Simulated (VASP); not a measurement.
# As (P-1) in VASP: notebook, part 2 of 2

VASP 6.6.1.

## Step 3: Electric field gradients, LDA (equal xy, yz and zx shear strains of -2 %)

INCAR reads:

```
PREC = Accurate ; ENCUT = 520
EDIFF = 1E-8 ; ISMEAR = -1
SIGMA = 0.05 ; LREAL = False
LASPH = True ; NELM = 80
ALGO = Normal ; ISIF = 2
LWAVE = False ; LCHARG = False
GGA = CA ; LEFG = True
NBANDS = 12
```

KPOINTS reads:

```
Automatic mesh
0
Gamma
  13 13 13
```

POSCAR reads:

```
As
1.0
    1.8340390190      1.0316186607      3.4561197669
   -1.9254598960      1.0692136499      3.4937147560
   -0.0131522229     -2.2054054106      3.5074754771
As
2
Direct
    0.2275400000      0.2275400000      0.2275400000
    0.7724600000      0.7724600000      0.7724600000
```

Potentials or basis: VASP PAW LDA potentials, release 64 (As).

The run is started by

```bash
cat potpaw_LDA.64/As/POTCAR > POTCAR
mpirun -np 1 vasp_std > vasp.out
```

OUTCAR:

```text
PREC = Accurate
   ENCUT = 520
   EDIFF = 1E-8
   ISMEAR = -1
   LREAL = False
   LASPH = True
   NELM = 80
   ISIF = 2
   GGA = CA

 ion  position               nearest neighbor table
   1  0.228  0.228  0.228-   2 2.49   2 2.52   2 2.53
   2  0.772  0.772  0.772-   1 2.49   1 2.52   1 2.53

  LATTYP: Found a triclinic cell.
 ALAT       =     3.7598748461
 B/A-ratio  =     1.0085784349
 C/A-ratio  =     1.0761845764
 COS(alpha) =     0.0115123551
 COS(beta)  =     0.4421259433
 COS(gamma) =     0.5128311706

  Lattice vectors:

 A1 = (  -3.7594989150,   0.0375949892,   0.0375949891)
 A2 = (  -1.9123076731,   3.2746190605,  -0.0137607211)
 A3 = (  -1.8340390190,  -1.0316186607,  -3.4561197669)

Analysis of symmetry for initial positions (statically):
=====================================================================
 Subroutine PRICEL returns:
 Original cell was already a primitive cell.

 Routine SETGRP: Setting up the symmetry group for a
 triclinic supercell.

 Subroutine GETGRP returns: Found  2 space group operations
 (whereof  2 operations were pure point group operations)
 out of a pool of  2 trial point group operations.

The static configuration has the point symmetry S_2 .

Analysis of symmetry for dynamics (positions and initial velocities):
=====================================================================
 Subroutine PRICEL returns:
 Original cell was already a primitive cell.

 Routine SETGRP: Setting up the symmetry group for a
 triclinic supercell.

 Subroutine GETGRP returns: Found  2 space group operations
 (whereof  2 operations were pure point group operations)
 out of a pool of  2 trial point group operations.

The dynamic configuration has the point symmetry S_2 .

 Subroutine INISYM returns: Found  2 space group operations
 (whereof  2 operations are pure point group operations),
 and found     1 'primitive' translations

----------------------------------------------------------------------------------------

                                     Primitive cell

  volume of cell :      42.6538

  direct lattice vectors                    reciprocal lattice vectors
     1.834039019  1.031618661  3.456119767     0.268564301  0.157255563  0.099885085
    -1.925459896  1.069213650  3.493714756    -0.263528982  0.151880884  0.094510406
    -0.013152223 -2.205405411  3.507475477    -0.002136949 -0.306238077  0.092543137

  length of vectors
     4.046319319  4.129970513  4.143231858     0.326853372  0.318508311  0.319922738

  position of ions in fractional coordinates (direct lattice)
     0.227540000  0.227540000  0.227540000
     0.772460000  0.772460000  0.772460000

  ion indices of the primitive-cell ions
   primitive index   ion index
                 1           1
                 2           2

----------------------------------------------------------------------------------------

 KPOINTS: Automatic mesh

Automatic generation of k-mesh.
 Grid dimensions read from file:
[... 84 lines left out ...]
     AMIX     =   0.40;   BMIX     =  1.00
     AMIX_MAG =   1.60;   BMIX_MAG =  1.00
  volume/ion in A,a.u.               =      21.33       143.92
  Fermi-wavevector in a.u.,A,eV,Ry     =   1.009459  1.907601 13.864445  1.019008
  Thomas-Fermi vector in A             =   2.142389
   LORBIT       =      0    0 simple, 1 ext, 2 COOP (PROOUT), +10 PAW based schemes
   GGA     = CA    functional components
   LHFCALC =     F    Hartree Fock is set to
   AEXX    =    0.0000 exact exchange contribution
   IVDW    =     0    specifies the selected vdW correction
   LEPSILON=     F    determine dielectric tensor
   LRPA    =     F    only Hartree local field effects (RPA)
 non-spin polarized calculation
  energy-cutoff  :      520.00
  volume of cell :       42.65
 maximum number of plane-waves:      1164
 NGX is ok and might be reduce to    30
   NGX = 15   NGY = 15   NGZ = 15

 number of electron      10.0000000 magnetization

 number of electron       9.9999999 magnetization

 Free energy of the ion-electron system (eV)
  ---------------------------------------------------
  ext. energy  EPLUGINS =         0.00000000
  ---------------------------------------------------
  free energy    TOTEN  =       -10.76053153 eV

  energy without entropy =      -10.75918178  energy(sigma->0) =      -10.75985666

 E-fermi :   5.5611     XC(G=0): -10.2041

 val. band max:        5.5438117743   @ k =   0.0769   0.0769   0.4615
 cond. band min:       5.5841025137   @ k =  -0.3846   0.0769   0.0000
 fundamental gap:      0.0402907394
 Fermi energy:         5.5610597969

 k-point     1 :       0.0000    0.0000    0.0000
  band No.  band energies     occupation
      1      -9.5535      2.00000
      2      -0.2895      2.00000
      3       2.9960      2.00000
      4       3.3624      2.00000
      5       3.7393      2.00000
      6       7.2643      0.00000
      7       8.3304      0.00000
      8       8.6260      0.00000
      9      12.2001      0.00000
     10      12.4655      0.00000
     11      12.7817      0.00000
     12      14.1388      0.00000
[... 331 lines left out ...]
 k-point    24 :       0.2308    0.1538   -0.0000
  band No.  band energies     occupation
      1      -8.8753      2.00000
      2      -2.0263      2.00000
      3       1.9292      2.00000
      4       2.6713      2.00000
      5       4.5273      2.00000
      6       6.7594      0.00000
      7       7.9319      0.00000
      8       8.9018      0.00000
      9      10.8019      0.00000
     10      12.9855      0.00000
     11      13.8654      0.00000
     12      15.2592      0.00000

 [... further k-points ...]

------------------------ aborting loop because EDIFF is reached ----------------------------------------

  FORCE on cell =-STRESS in cart. coord.  units (eV):
  Direction    XX          YY          ZZ          XY          YZ          ZX
  --------------------------------------------------------------------------------------
  -------------------------------------------------------------------------------------
  Total       -0.3873913     -0.0019092     -0.4644357      0.0998471      0.4060222      0.2165563
  in kB      -14.5513176     -0.0717133    -17.4452844      3.7504897     15.2511371      8.1343599
  external PRESSURE =     -10.6894384 kB  Pullay stress =       0.0000000 kB

 VOLUME and BASIS-vectors are now :
 -----------------------------------------------------------------------------
  energy-cutoff  :      520.00
  volume of cell :       42.65
      direct lattice vectors                 reciprocal lattice vectors
     1.834039019  1.031618661  3.456119767     0.268564301  0.157255563  0.099885085
    -1.925459896  1.069213650  3.493714756    -0.263528982  0.151880884  0.094510406
    -0.013152223 -2.205405411  3.507475477    -0.002136949 -0.306238077  0.092543137

 POSITION                                       TOTAL-FORCE (eV/Angst)
 -----------------------------------------------------------------------------------
     -0.02379     -0.02379      2.37946         0.094307      0.130333      0.138509
     -0.08078     -0.08078      8.07785        -0.094307     -0.130333     -0.138509
 -----------------------------------------------------------------------------------
    total drift:                               -0.000000      0.000000     -0.000000

  FREE ENERGIE OF THE ION-ELECTRON SYSTEM (eV)
  ---------------------------------------------------
  free  energy   TOTEN  =       -10.7605315330 eV

  energy  without entropy=      -10.7591817788  energy(sigma->0) =      -10.75985666

 Electric field gradients (V/A^2)
---------------------------------------------------------------------
 ion       V_xx      V_yy      V_zz      V_xy      V_xz      V_yz
---------------------------------------------------------------------
   1      26.475    18.811   -45.287    -2.702    -5.107    -9.473
   2      26.475    18.811   -45.287    -2.702    -5.107    -9.473
---------------------------------------------------------------------

 Electric field gradients after diagonalization (V/A^2)
 (convention: |V_zz| > |V_xx| > |V_yy|)
----------------------------------------------------------------------
 ion       V_xx      V_yy      V_zz     asymmetry (V_yy - V_xx)/ V_zz
----------------------------------------------------------------------
   1      27.399    19.662   -47.060       0.164
   2      27.399    19.662   -47.060       0.164
----------------------------------------------------------------------

           NMR quadrupolar parameters

 Cq : quadrupolar parameter    Cq=e*Q*V_zz/h
 eta: asymmetry parameters     (V_yy - V_xx)/ V_zz
 Q  : nuclear electric quadrupole moment in mb (millibarn)
----------------------------------------------------------------------
 ion       Cq(MHz)       eta       Q (mb)
----------------------------------------------------------------------
   1      -0.114       0.164       1.000
   2      -0.114       0.164       1.000
----------------------------------------------------------------------
```

OSZICAR:

```text
N       E                     dE             d eps       ncg     rms          rms(c)
DAV:   1     0.276643422716E+02    0.27664E+02   -0.41838E+03 26376   0.695E+02
DAV:   2    -0.916119339174E+01   -0.36826E+02   -0.35181E+02 35368   0.111E+02
DAV:   3    -0.108001156998E+02   -0.16389E+01   -0.16324E+01 33236   0.242E+01
DAV:   4    -0.108084118811E+02   -0.82962E-02   -0.82954E-02 29920   0.196E+00
DAV:   5    -0.108084339750E+02   -0.22094E-04   -0.22094E-04 32988   0.109E-01    0.359E+00
DAV:   6    -0.107766919076E+02    0.31742E-01   -0.90047E-03 29796   0.490E-01    0.212E+00
DAV:   7    -0.107605596130E+02    0.16132E-01   -0.17271E-02 29744   0.696E-01    0.723E-02
DAV:   8    -0.107605271928E+02    0.32420E-04   -0.50726E-04 30752   0.140E-01    0.229E-02
DAV:   9    -0.107605316341E+02   -0.44413E-05   -0.29588E-05 32184   0.306E-02    0.100E-02
DAV:  10    -0.107605314262E+02    0.20797E-06   -0.15816E-06 30860   0.681E-03    0.293E-03
DAV:  11    -0.107605315397E+02   -0.11351E-06   -0.16557E-07 31436   0.254E-03    0.605E-04
DAV:  12    -0.107605315330E+02    0.66435E-08   -0.23711E-08 30340   0.726E-04
   1 F= -.10760532E+02 E0= -.10759857E+02  d E =-.134975E-02
```

Run time: 18 min. Hardware: 1 thread of Intel Xeon 8259CL, shared host; peak memory 0.52 GiB.

What came out:

```yaml
Free_energy: -10.7605 eV
Pressure: -1.1 GPa
Largest_force: 0.212 eV/Å
Band_gap_on_the_k_mesh: zero (bands 5 and 6 overlap by 0.56 eV)
Largest_electric_field_gradient_by_atom: As -47.1 V/Å²
```

Forces in eV/Å, atoms in the order of the input:
```
As   0.094  0.130  0.139
As  -0.094 -0.130 -0.139
```

Electric field gradients, principal values (V/Å²):
```csv
atom,least,middle,greatest (by size)
1 As,19.662,27.399,-47.060
2 As,19.662,27.399,-47.060
```

Caveat: the cell differs from its parent crystal (equal xy, yz and zx shear strains of -2 %); without QUAD_EFG the Cq values of the log hold for a quadrupole moment of 1 mb, not for the nuclei.

The gap in the log of VASP goes by the Fermi energy; the results here count the filled bands.